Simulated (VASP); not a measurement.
# EuH4 (I4/mmm) in VASP: single point with PBE

Aim: the single point of EuH4 with PBE.

Program: VASP 6.6.1. These are calculated values, not measurements. Logs are shortened: lines on timing, memory, paths and dates and some standing lists are left out, and cuts for length are marked.

### 1 The cell of the first run

Symmetry: I4/mmm, No. 139, tetragonal system. The conventional cell has a = 4.092 Å, b = 4.092 Å, c = 6.799 Å, α = 90.00°, β = 90.00°, γ = 90.00°. Within 2.7 Å of Eu (site symmetry 4/mmm) lie 6 H at 2.05 to 2.27 Å. Within 3.2 Å of H (site symmetry 4mm) lie 13 H at 2.26 to 3.11 Å and 5 Eu at 2.27 to 3.11 Å. Within 2.7 Å of H (site symmetry mmm) lie 2 Eu at 2.05 Å and 4 H at 2.34 Å.

The cell was generated, and may not be a known phase.

### 2 Single point, PBE, collinear spin, ferromagnetic start

INCAR

```
PREC = Accurate
ENCUT = 520
EDIFF = 1E-6
ISMEAR = 0
SIGMA = 0.1
LREAL = False
LASPH = True
NELM = 150
ALGO = Normal
ISIF = 2
LWAVE = False
LCHARG = True
ISPIN = 2
MAGMOM = 7 0 0 0 0
LORBIT = 11
LMAXMIX = 6
GGA = PE
LELF = True
LVHAR = True
NBANDS = 22
```

KPOINTS

```
Automatic mesh
0
Gamma
  6 6 6
```

POSCAR

```
EuH4
1.0
   -2.0461062451      2.0461062451      3.3996322850
    2.0461062451     -2.0461062451      3.3996322850
    2.0461062451      2.0461062451     -3.3996322850
Eu H
1 4
Direct
    0.0000000000      0.0000000000      0.0000000000
    0.6660713893      0.6660713893      0.0000000000
    0.5000000000      0.0000000000      0.5000000000
    0.0000000000      0.5000000000      0.5000000000
    0.3339286107      0.3339286107      0.0000000000
```

Potentials or basis: VASP PAW PBE potentials, release 64 (Eu, H).

Run with:

```sh
$ cat potpaw_PBE.64/Eu/POTCAR potpaw_PBE.64/H/POTCAR > POTCAR
$ mpirun -np 1 vasp_std > vasp.out
```

OUTCAR:

```text
PREC = Accurate
   ENCUT = 520
   EDIFF = 1E-6
   ISMEAR = 0
   LREAL = False
   LASPH = True
   NELM = 150
   ISIF = 2
   ISPIN = 2
   LORBIT = 11
   GGA = PE

 ion  position               nearest neighbor table
   1  0.000  0.000  0.000-   3 2.05   4 2.05   4 2.05   3 2.05
   2  0.666  0.666  0.000-
   3  0.500  0.000  0.500-   1 2.05   1 2.05
   4  0.000  0.500  0.500-   1 2.05   1 2.05
   5  0.334  0.334  0.000-

  LATTYP: Found a body centered tetragonal cell.
 ALAT       =     4.0922124902
 C/A-ratio  =     1.6615130779

  Lattice vectors:

 A1 = (  -2.0461062451,   2.0461062451,   3.3996322850)
 A2 = (   2.0461062451,  -2.0461062451,   3.3996322850)
 A3 = (   2.0461062451,   2.0461062451,  -3.3996322850)

Analysis of symmetry for initial positions (statically):
=====================================================================
 Subroutine PRICEL returns:
 Original cell was already a primitive cell.

 Routine SETGRP: Setting up the symmetry group for a
 body centered tetragonal supercell.

 Subroutine GETGRP returns: Found 16 space group operations
 (whereof 16 operations were pure point group operations)
 out of a pool of 16 trial point group operations.

The static configuration has the point symmetry D_4h.

Analysis of symmetry for dynamics (positions and initial velocities):
=====================================================================
 Subroutine PRICEL returns:
 Original cell was already a primitive cell.

 Routine SETGRP: Setting up the symmetry group for a
 body centered tetragonal supercell.

 Subroutine GETGRP returns: Found 16 space group operations
 (whereof 16 operations were pure point group operations)
 out of a pool of 16 trial point group operations.

The dynamic configuration has the point symmetry D_4h.

Analysis of structural, dynamic, and magnetic symmetry:
=====================================================================
 Subroutine PRICEL returns:
 Original cell was already a primitive cell.

 Routine SETGRP: Setting up the symmetry group for a
 body centered tetragonal supercell.

 Subroutine GETGRP returns: Found 16 space group operations
 (whereof 16 operations were pure point group operations)
 out of a pool of 16 trial point group operations.

The overall configuration has the point symmetry D_4h.

 Subroutine INISYM returns: Found 16 space group operations
 (whereof 16 operations are pure point group operations),
 and found     1 'primitive' translations

----------------------------------------------------------------------------------------

                                     Primitive cell

  volume of cell :      56.9309

  direct lattice vectors                    reciprocal lattice vectors
    -2.046106245  2.046106245  3.399632285     0.000000000  0.244366587  0.147074730
     2.046106245 -2.046106245  3.399632285     0.244366587  0.000000000  0.147074730
     2.046106245  2.046106245 -3.399632285     0.244366587  0.244366587  0.000000000

  length of vectors
     4.464370191  4.464370191  4.464370191     0.285212211  0.285212211  0.345586542

  position of ions in fractional coordinates (direct lattice)
     0.000000000  0.000000000  0.000000000
     0.666071389  0.666071389  0.000000000
     0.500000000  0.000000000  0.500000000
     0.000000000  0.500000000  0.500000000
     0.333928611  0.333928611  0.000000000

  ion indices of the primitive-cell ions
   primitive index   ion index
                 1           1
                 2           2
                 3           3
                 4           4
                 5           5

----------------------------------------------------------------------------------------

 KPOINTS: Automatic mesh

Automatic generation of k-mesh.
 Grid dimensions read from file:
 generate k-points for:    6    6    6

 Generating k-lattice:

  Cartesian coordinates                     Fractional coordinates (reciprocal lattice)
     0.000000000  0.040727765  0.024512455     0.166666667  0.000000000 -0.000000000
     0.040727765  0.000000000  0.024512455     0.000000000  0.166666667 -0.000000000
     0.040727765  0.040727765  0.000000000     0.000000000  0.000000000  0.166666667

  Length of vectors
     0.047535368  0.047535368  0.057597757

  Shift w.r.t. Gamma in fractional coordinates (k-lattice)
     0.000000000  0.000000000  0.000000000

 Subroutine IBZKPT returns following result:
 ===========================================

 Found     30 irreducible k-points:

 Following reciprocal coordinates:
            Coordinates               Weight
  0.000000  0.000000  0.000000      1.000000
  0.166667  0.000000  0.000000      8.000000
  0.333333  0.000000  0.000000      8.000000
  0.500000 -0.000000  0.000000      4.000000
  0.166667  0.166667 -0.000000      8.000000
  0.333333  0.166667  0.000000     16.000000
[... 16 lines left out ...]
 -0.333333 -0.333333  0.166667      8.000000
 -0.166667 -0.333333  0.166667      8.000000
 [... further k-points ...]
   k-points           NKPTS =     30   k-points in BZ     NKDIM =     30   number of bands    NBANDS=     22
   number of dos      NEDOS =    301   number of ions     NIONS =      5
   total plane-waves  NPLWV =  46656
   dimension x,y,z NGX =    36 NGY =   36 NGZ =   36
   dimension x,y,z NGXF=    72 NGYF=   72 NGZF=   72
   ions per type =               1   4
   NGX,Y,Z   is equivalent  to a cutoff of  13.41, 13.41, 13.41 a.u.
   NGXF,Y,Z  is equivalent  to a cutoff of  26.81, 26.81, 26.81 a.u.
 SYSTEM =  unknown system
   PREC   = accura    normal or accurate (medium, high low for compatibility)
   ISTART =      0    job   : 0-new  1-cont  2-samecut
   ICHARG =      2    charge: 1-file 2-atom 10-const
   ISPIN  =      2    spin polarized calculation?
   LNONCOLLINEAR =      F non collinear calculations
   LSORBIT =      F    spin-orbit coupling
   LASPH  =      T    aspherical Exc in radial PAW
   ENCUT  =  520.0 eV  38.22 Ry    6.18 a.u.   8.30  8.30  8.30*2*pi/ulx,y,z
   NELM   =    150;   NELMIN=  2; NELMDL= -5     # of ELM steps
   EDIFF  = 0.1E-05   stopping-criterion for ELM
   LREAL  =      F    real-space projection
   EDIFFG = 0.1E-04   stopping-criterion for IOM
   NSW    =      0    number of steps for IOM
   IBRION =     -1    ionic relax: 0-MD 1-quasi-New 2-CG
   NFREE  =      0    steps in history (QN), initial steepest desc. (CG)
   ISIF   =      2    stress and relaxation
   ISYM   =      2    0-nonsym 1-usesym 2-fastsym
   POTIM  = 0.5000    time-step for ionic-motion
   TEBEG  =    0.0;   TEEND  =   0.0 temperature during run
   PSTRESS=    0.0 pullay stress
   NELECT =      21.0000    total number of electrons
   NUPDOWN=      -1.0000    fix difference up-down
   EMIN   =  10.00;   EMAX   =-10.00  energy-range for DOS
   EFERMI =   0.00;   METHOD = LEGACY
   ISMEAR =     0;   SIGMA  =   0.10  broadening in eV -4-tet -1-fermi 0-gaus
   EFERMI_NEDOS =   21; number of points for ismear=-14 and -15
   IALGO  =     38    algorithm
   IMIX   =      4    mixing-type and parameters
     AMIX     =   0.40;   BMIX     =  1.00
     AMIX_MAG =   1.60;   BMIX_MAG =  1.00
  volume/ion in A,a.u.               =      11.39        76.84
  Fermi-wavevector in a.u.,A,eV,Ry     =   1.174082  2.218694 18.755209  1.378469
  Thomas-Fermi vector in A             =   2.310485
   LORBIT       =     11    0 simple, 1 ext, 2 COOP (PROOUT), +10 PAW based schemes
   GGA     = PE    functional components
   LHFCALC =     F    Hartree Fock is set to
   AEXX    =    0.0000 exact exchange contribution
   IVDW    =     0    specifies the selected vdW correction
   LEPSILON=     F    determine dielectric tensor
   LRPA    =     F    only Hartree local field effects (RPA)
 spin polarized calculation
 Gauss-broadening in eV      SIGMA  =   0.10
  energy-cutoff  :      520.00
  volume of cell :       56.93
 maximum number of plane-waves:      1549
 NGX is ok and might be reduce to    36
   NGX = 17   NGY = 17   NGZ = 17

 number of electron      21.0000000 magnetization       6.3496585

 Free energy of the ion-electron system (eV)
  ---------------------------------------------------
  ext. energy  EPLUGINS =         0.00000000
  ---------------------------------------------------
  free energy    TOTEN  =       -22.87702396 eV

  energy without entropy =      -22.86300949  energy(sigma->0) =      -22.87001672

 E-fermi :  -0.2329     XC(G=0):  -8.9900

 val. band max:       -0.2540165260   @ k =  -0.1667   0.1667   0.0000
 cond. band min:      -0.2277359077   @ k =   0.5000   0.5000   0.0000
 fundamental gap:      0.0262806183
 Fermi energy:        -0.2328654376

 spin component 1

 k-point     1 :       0.0000    0.0000    0.0000
  band No.  band energies     occupation
      1     -40.9108      1.00000
      2     -19.4355      1.00000
      3     -19.4355      1.00000
      4     -19.3899      1.00000
      5      -6.1787      1.00000
      6      -3.1534      1.00000
[... 589 lines left out ...]
     21       9.0338      0.00000
     22       9.7539      0.00000

 [... further k-points ...]

 spin component 2

 k-point     1 :       0.0000    0.0000    0.0000
  band No.  band energies     occupation
      1     -38.0278      1.00000
      2     -17.3789      1.00000
      3     -17.3789      1.00000
      4     -17.3092      1.00000
      5      -6.0750      1.00000
      6      -3.0119      1.00000
[... 589 lines left out ...]
     21       9.6966      0.00000
     22      10.3460      0.00000

 [... further k-points ...]

------------------------ aborting loop because EDIFF is reached ----------------------------------------

  FORCE on cell =-STRESS in cart. coord.  units (eV):
  Direction    XX          YY          ZZ          XY          YZ          ZX
  --------------------------------------------------------------------------------------
  -------------------------------------------------------------------------------------
  Total       -0.1430831     -0.1430831      0.0646322      0.0000000     -0.0000000      0.0000000
  in kB       -4.0267130     -4.0267130      1.8189100      0.0000000     -0.0000000      0.0000000
  external PRESSURE =      -2.0781720 kB  Pullay stress =       0.0000000 kB

 VOLUME and BASIS-vectors are now :
 -----------------------------------------------------------------------------
  energy-cutoff  :      520.00
  volume of cell :       56.93
      direct lattice vectors                 reciprocal lattice vectors
    -2.046106245  2.046106245  3.399632285     0.000000000  0.244366587  0.147074730
     2.046106245 -2.046106245  3.399632285     0.244366587  0.000000000  0.147074730
     2.046106245  2.046106245 -3.399632285     0.244366587  0.244366587  0.000000000

 POSITION                                       TOTAL-FORCE (eV/Angst)
 -----------------------------------------------------------------------------------
      0.00000      0.00000      0.00000        -0.000000     -0.000000     -0.000000
      0.00000      0.00000      4.52880         0.000000      0.000000     -0.012271
      0.00000      2.04611      0.00000        -0.000000     -0.000000     -0.000000
      2.04611      0.00000      0.00000        -0.000000     -0.000000      0.000000
      0.00000      0.00000      2.27047         0.000000      0.000000      0.012271
 -----------------------------------------------------------------------------------
    total drift:                               -0.000000      0.000000     -0.000000

  FREE ENERGIE OF THE ION-ELECTRON SYSTEM (eV)
  ---------------------------------------------------
  free  energy   TOTEN  =       -22.8770239579 eV

  energy  without entropy=      -22.8630094900  energy(sigma->0) =      -22.87001672

 total charge

# of ion       s       p       d       f       tot
--------------------------------------------------
    1        2.049   5.737   0.492   6.371  14.650
    2        0.448   0.003   0.000   0.000   0.451
    3        0.532   0.006   0.000   0.000   0.538
    4        0.532   0.006   0.000   0.000   0.538
    5        0.448   0.003   0.000   0.000   0.451
--------------------------------------------------
tot          4.008   5.756   0.492   6.371  16.627

 magnetization (x)

# of ion       s       p       d       f       tot
--------------------------------------------------
    1       -0.011  -0.112   0.053   6.293   6.223
    2       -0.010   0.000   0.000   0.000  -0.010
    3       -0.013   0.001   0.000   0.000  -0.012
    4       -0.013   0.001   0.000   0.000  -0.012
    5       -0.010   0.000   0.000   0.000  -0.010
--------------------------------------------------
tot         -0.056  -0.111   0.053   6.293   6.179
```

Wall time 2.8 min (1 thread of Intel Xeon Platinum 8488C (Sapphire Rapids), shared host); peak memory 0.28 GiB.

What came out:

- Free energy: -22.8770 eV
- Pressure: -0.2 GPa
- Largest force: 0.012 eV/Å
- Net moment: 6.35 μB per cell
- Site moments: Eu +6.22; H -0.01 μB
- Valence electrons inside the program's atomic spheres: Eu 14.65; H 0.45, 0.54 (each value once)

Forces in eV/Å, atoms in the order of the input:
```
Eu   0.000  0.000  0.000
H    0.000  0.000 -0.012
H    0.000  0.000  0.000
H    0.000  0.000  0.000
H    0.000  0.000  0.012
```

Caveat: spin-orbit coupling is left out, which moves the levels of the heavy elements; semilocal functionals describe open f shells poorly, which spoils levels, moments and volumes. The state reached can hang on the start; a lower one may exist.
